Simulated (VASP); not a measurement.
# Se (P3_121) in VASP: further runs

Runs on Se. Level: PBEsol. Tasks: single point.

Everything below comes from runs of VASP 6.6.1. Logs are shortened: lines on timing, memory, paths and dates and some standing lists are left out, and cuts for length are marked.

### Step 1. The cell of the first run

Symmetry: P3_121, No. 152, trigonal system. Conventional cell: a = 4.277 Å, b = 4.277 Å, c = 4.852 Å, α = 90.00°, β = 90.00°, γ = 120.00°. Within 3.1 Å of Se (site symmetry 2) lie 2 Se at 2.32 Å.

### Step 2. Single point, PBEsol (25.63 Å³/atom)

INCAR reads:

```
  ALGO = Normal
  EDIFF = 1E-6
  ENCUT = 520
  GGA = PS
  ISIF = 2
  ISMEAR = -1
  LASPH = T
  LCHARG = F
  LREAL = F
  LWAVE = F
  NBANDS = 16
  NELM = 80
  PREC = Accurate
  SIGMA = 0.03
```

KPOINTS reads:

```
k-points
0
Gamma
  6 6 5
```

POSCAR reads:

```
Se
1.0
    4.2770688178      0.0000000000      0.0000000000
   -2.1385344090      3.7040502500      0.0000000000
    0.0000000000      0.0000000000      4.8524777481
Se
3
Direct
    0.2254000000      0.0000000000      0.3333333333
    0.0000000000      0.2254000000      0.6666666667
    0.7746000000      0.7746000000      0.0000000000
```

Potentials or basis: VASP PAW PBE potentials, release 64 (Se).

Launch:

```console
> cat potpaw_PBE.64/Se/POTCAR > POTCAR
> mpirun -np 1 vasp_std > vasp.out
```

OUTCAR:

```text
EDIFF = 1E-6
   ENCUT = 520
   GGA = PS
   ISIF = 2
   ISMEAR = -1
   LASPH = T
   LREAL = F
   NELM = 80
   PREC = Accurate

 ion  position               nearest neighbor table
   1  0.225  0.000  0.333-   3 2.32   2 2.32
   2  0.000  0.225  0.667-   3 2.32   1 2.32
   3  0.775  0.775  0.000-   1 2.32   2 2.32

  LATTYP: Found a hexagonal cell.
 ALAT       =     4.2770688178
 C/A-ratio  =     1.1345334749

  Lattice vectors:

 A1 = (   4.2770688178,   0.0000000000,   0.0000000000)
 A2 = (  -2.1385344090,   3.7040502500,   0.0000000000)
 A3 = (   0.0000000000,   0.0000000000,   4.8524777481)

Analysis of symmetry for initial positions (statically):
=====================================================================
 Subroutine PRICEL returns:
 Original cell was already a primitive cell.

 Routine SETGRP: Setting up the symmetry group for a
 hexagonal supercell.

 Subroutine GETGRP returns: Found  6 space group operations
 (whereof  2 operations were pure point group operations)
 out of a pool of 24 trial point group operations.

The static configuration has the point symmetry C_2 .
 The point group associated with its full space group is D_3 .

Analysis of symmetry for dynamics (positions and initial velocities):
=====================================================================
 Subroutine PRICEL returns:
 Original cell was already a primitive cell.

 Routine SETGRP: Setting up the symmetry group for a
 hexagonal supercell.

 Subroutine GETGRP returns: Found  6 space group operations
 (whereof  2 operations were pure point group operations)
 out of a pool of 24 trial point group operations.

The dynamic configuration has the point symmetry C_2 .
 The point group associated with its full space group is D_3 .

 Subroutine INISYM returns: Found  6 space group operations
 (whereof  2 operations are pure point group operations),
 and found     1 'primitive' translations

----------------------------------------------------------------------------------------

                                     Primitive cell

  volume of cell :      76.8753

  direct lattice vectors                    reciprocal lattice vectors
     4.277068818  0.000000000  0.000000000     0.233804982  0.134987370  0.000000000
    -2.138534409  3.704050250  0.000000000     0.000000000  0.269974739  0.000000000
     0.000000000  0.000000000  4.852477748     0.000000000  0.000000000  0.206080286

  length of vectors
     4.277068818  4.277068818  4.852477748     0.269974739  0.269974739  0.206080286

  position of ions in fractional coordinates (direct lattice)
     0.225400000  0.000000000  0.333333333
     0.000000000  0.225400000  0.666666667
     0.774600000  0.774600000  0.000000000

  ion indices of the primitive-cell ions
   primitive index   ion index
                 1           1
                 2           2
                 3           3

----------------------------------------------------------------------------------------

 KPOINTS: k-points

Automatic generation of k-mesh.
 Grid dimensions read from file:
 generate k-points for:    6    6    5

 Generating k-lattice:

  Cartesian coordinates                     Fractional coordinates (reciprocal lattice)
     0.038967497  0.022497895  0.000000000     0.166666667  0.000000000  0.000000000
     0.000000000  0.044995790  0.000000000     0.000000000  0.166666667  0.000000000
     0.000000000  0.000000000  0.041216057     0.000000000  0.000000000  0.200000000

  Length of vectors
     0.044995790  0.044995790  0.041216057

  Shift w.r.t. Gamma in fractional coordinates (k-lattice)
     0.000000000  0.000000000  0.000000000

 Subroutine IBZKPT returns following result:
 ===========================================

 Found     27 irreducible k-points:

 Following reciprocal coordinates:
            Coordinates               Weight
  0.000000  0.000000  0.000000      1.000000
  0.166667  0.000000  0.000000      6.000000
  0.333333  0.000000  0.000000      6.000000
  0.500000  0.000000  0.000000      3.000000
  0.166667  0.166667  0.000000      6.000000
  0.333333  0.166667  0.000000     12.000000
[... 16 lines left out ...]
  0.500000  0.000000  0.400000      6.000000
  0.166667  0.166667  0.400000     12.000000
 [... further k-points ...]
   k-points           NKPTS =     27   k-points in BZ     NKDIM =     27   number of bands    NBANDS=     16
   number of dos      NEDOS =    301   number of ions     NIONS =      3
   total plane-waves  NPLWV =  36864
   dimension x,y,z NGX =    32 NGY =   32 NGZ =   36
   dimension x,y,z NGXF=    64 NGYF=   64 NGZF=   72
   ions per type =               3
   NGX,Y,Z   is equivalent  to a cutoff of  12.44, 12.44, 12.33 a.u.
   NGXF,Y,Z  is equivalent  to a cutoff of  24.88, 24.88, 24.67 a.u.
 SYSTEM =  unknown system
   PREC   = accura    normal or accurate (medium, high low for compatibility)
   ISTART =      0    job   : 0-new  1-cont  2-samecut
   ICHARG =      2    charge: 1-file 2-atom 10-const
   ISPIN  =      1    spin polarized calculation?
   LNONCOLLINEAR =      F non collinear calculations
   LSORBIT =      F    spin-orbit coupling
   LASPH  =      T    aspherical Exc in radial PAW
   ENCUT  =  520.0 eV  38.22 Ry    6.18 a.u.   7.95  7.95  9.02*2*pi/ulx,y,z
   NELM   =     80;   NELMIN=  2; NELMDL= -5     # of ELM steps
   EDIFF  = 0.1E-05   stopping-criterion for ELM
   LREAL  =      F    real-space projection
   EDIFFG = 0.1E-04   stopping-criterion for IOM
   NSW    =      0    number of steps for IOM
   IBRION =     -1    ionic relax: 0-MD 1-quasi-New 2-CG
   NFREE  =      0    steps in history (QN), initial steepest desc. (CG)
   ISIF   =      2    stress and relaxation
   ISYM   =      2    0-nonsym 1-usesym 2-fastsym
   POTIM  = 0.5000    time-step for ionic-motion
   TEBEG  =    0.0;   TEEND  =   0.0 temperature during run
   PSTRESS=    0.0 pullay stress
   NELECT =      18.0000    total number of electrons
   NUPDOWN=      -1.0000    fix difference up-down
   EMIN   =  10.00;   EMAX   =-10.00  energy-range for DOS
   EFERMI =   0.00;   METHOD = LEGACY
   ISMEAR =    -1;   SIGMA  =   0.03  broadening in eV -4-tet -1-fermi 0-gaus
   EFERMI_NEDOS =   21; number of points for ismear=-14 and -15
   IALGO  =     38    algorithm
   IMIX   =      4    mixing-type and parameters
     AMIX     =   0.40;   BMIX     =  1.00
     AMIX_MAG =   1.60;   BMIX_MAG =  1.00
  volume/ion in A,a.u.               =      25.63       172.93
  Fermi-wavevector in a.u.,A,eV,Ry     =   1.009029  1.906787 13.852616  1.018139
  Thomas-Fermi vector in A             =   2.141932
   LORBIT       =      0    0 simple, 1 ext, 2 COOP (PROOUT), +10 PAW based schemes
   GGA     = PS    functional components
   LHFCALC =     F    Hartree Fock is set to
   AEXX    =    0.0000 exact exchange contribution
   IVDW    =     0    specifies the selected vdW correction
   LEPSILON=     F    determine dielectric tensor
   LRPA    =     F    only Hartree local field effects (RPA)
 non-spin polarized calculation
  energy-cutoff  :      520.00
  volume of cell :       76.88
 maximum number of plane-waves:      2094
   NGX = 15   NGY = 15   NGZ = 19

 number of electron      17.9999998 magnetization

 Free energy of the ion-electron system (eV)
  ---------------------------------------------------
  ext. energy  EPLUGINS =         0.00000000
  ---------------------------------------------------
  free energy    TOTEN  =       -11.41505978 eV

  energy without entropy =      -11.41505978  energy(sigma->0) =      -11.41505978

 E-fermi :   3.7564     XC(G=0):  -9.3045

 val. band max:        3.1278859810   @ k =  -0.1667   0.5000   0.4000
 cond. band min:       4.3129271845   @ k =   0.0000   0.0000   0.4000
 fundamental gap:      1.1850412035
 Fermi energy:         3.7564290646

 k-point     1 :       0.0000    0.0000    0.0000
  band No.  band energies     occupation
      1     -13.1902      2.00000
      2      -8.6959      2.00000
      3      -8.6959      2.00000
      4      -0.8812      2.00000
      5      -0.8098      2.00000
      6      -0.8098      2.00000
[... 8 lines left out ...]
     15       9.4062      0.00000
     16      11.4674      0.00000

 k-point     2 :       0.1667    0.0000    0.0000
  band No.  band energies     occupation
      1     -13.0727      2.00000
      2      -8.8037      2.00000
      3      -8.6790      2.00000
      4      -1.6942      2.00000
      5      -1.1866      2.00000
      6      -0.6103      2.00000
[... 8 lines left out ...]
     15      10.4612      0.00000
     16      11.4585      0.00000

 k-point     3 :       0.3333    0.0000    0.0000
  band No.  band energies     occupation
      1     -12.8044      2.00000
      2      -9.0848      2.00000
      3      -8.6440      2.00000
      4      -2.2714      2.00000
      5      -1.6447      2.00000
      6      -0.6898      2.00000
[... 8 lines left out ...]
     15      11.6077      0.00000
     16      12.6854      0.00000

 k-point     4 :       0.5000    0.0000    0.0000
  band No.  band energies     occupation
      1     -12.6472      2.00000
      2      -9.2643      2.00000
      3      -8.6260      2.00000
      4      -2.3890      2.00000
      5      -1.8351      2.00000
      6      -0.5505      2.00000
[... 8 lines left out ...]
     15      12.8433      0.00000
     16      12.8662      0.00000
[... 324 lines left out ...]
 k-point    22 :       0.0000    0.3333    0.4000
  band No.  band energies     occupation
      1     -12.0435      2.00000
      2     -11.1643      2.00000
      3      -7.1601      2.00000
      4      -2.8198      2.00000
      5      -1.6393      2.00000
      6      -0.9212      2.00000
[... 8 lines left out ...]
     15      10.9847      0.00000
     16      12.1950      0.00000

 k-point    23 :       0.5000    0.0000    0.4000
  band No.  band energies     occupation
      1     -11.9176      2.00000
      2     -11.0568      2.00000
      3      -7.4885      2.00000
      4      -3.0798      2.00000
      5      -1.7829      2.00000
      6      -1.1211      2.00000
[... 8 lines left out ...]
     15      12.2571      0.00000
     16      12.4962      0.00000

 k-point    24 :       0.1667    0.1667    0.4000
  band No.  band energies     occupation
      1     -12.1092      2.00000
      2     -11.2023      2.00000
      3      -7.0245      2.00000
      4      -2.5393      2.00000
      5      -1.5996      2.00000
      6      -0.9371      2.00000
[... 8 lines left out ...]
     15      11.1122      0.00000
     16      11.4864      0.00000

 [... further k-points ...]

------------------------ aborting loop because EDIFF is reached ----------------------------------------

  FORCE on cell =-STRESS in cart. coord.  units (eV):
  Direction    XX          YY          ZZ          XY          YZ          ZX
  --------------------------------------------------------------------------------------
  -------------------------------------------------------------------------------------
  Total        1.5159364      1.5159364      3.4148613     -0.0000000      0.0000000      0.0000000
  in kB       31.5940202     31.5940202     71.1700042     -0.0000000      0.0000000      0.0000000
  external PRESSURE =      44.7860148 kB  Pullay stress =       0.0000000 kB

 VOLUME and BASIS-vectors are now :
 -----------------------------------------------------------------------------
  energy-cutoff  :      520.00
  volume of cell :       76.88
      direct lattice vectors                 reciprocal lattice vectors
     4.277068818  0.000000000  0.000000000     0.233804982  0.134987370  0.000000000
    -2.138534409  3.704050250  0.000000000     0.000000000  0.269974739  0.000000000
     0.000000000  0.000000000  4.852477748     0.000000000  0.000000000  0.206080286

 POSITION                                       TOTAL-FORCE (eV/Angst)
 -----------------------------------------------------------------------------------
      0.96405      0.00000      1.61749         1.041016      0.000000      0.000000
     -0.48203      0.83489      3.23499        -0.520508      0.901546     -0.000000
      1.65651      2.86916      0.00000        -0.520508     -0.901546     -0.000000
 -----------------------------------------------------------------------------------
    total drift:                               -0.000000     -0.000000      0.000000

  FREE ENERGIE OF THE ION-ELECTRON SYSTEM (eV)
  ---------------------------------------------------
  free  energy   TOTEN  =       -11.4150597758 eV

  energy  without entropy=      -11.4150597756  energy(sigma->0) =      -11.41505978
```

It took 48 s on 1 thread of AMD EPYC 7R43 (Zen 3), shared host; peak memory 0.14 GiB.

What came out:

| Quantity | Value |
| --- | --- |
| Free energy | -11.4151 eV |
| Pressure | 4.5 GPa |
| Largest force | 1.041 eV/Å |
| Band gap on the k mesh | 1.19 eV (least direct gap 1.55 eV) |

Forces on the atoms (eV/Å):
```
Se   1.041  0.000  0.000
Se  -0.521  0.902  0.000
Se  -0.521 -0.902  0.000
```

Stress tensor (GPa, compression positive):
```
3.16 0.00 0.00
0.00 3.16 0.00
0.00 0.00 7.12
```

Levels at points of the mesh, in eV from the valence-band top:
```csv
k point,band 6,band 7,band 8,band 9,band 10,band 11,band 12,band 13
"(0.00, 0.00, 0.00)",-3.94,-2.23,-2.23,-0.40,2.03,2.03,2.23,6.19
"(0.50, 0.00, 0.00)",-3.68,-3.08,-1.88,-1.03,2.01,2.45,4.51,5.02
```

Caveat: the cell stands under pressure; the PAW data sets were made with another functional, which shifts forces and pressure a little; an odd mesh through Γ misses points on the zone boundary, where band edges can lie.

(Continued in part 2 of 2.)
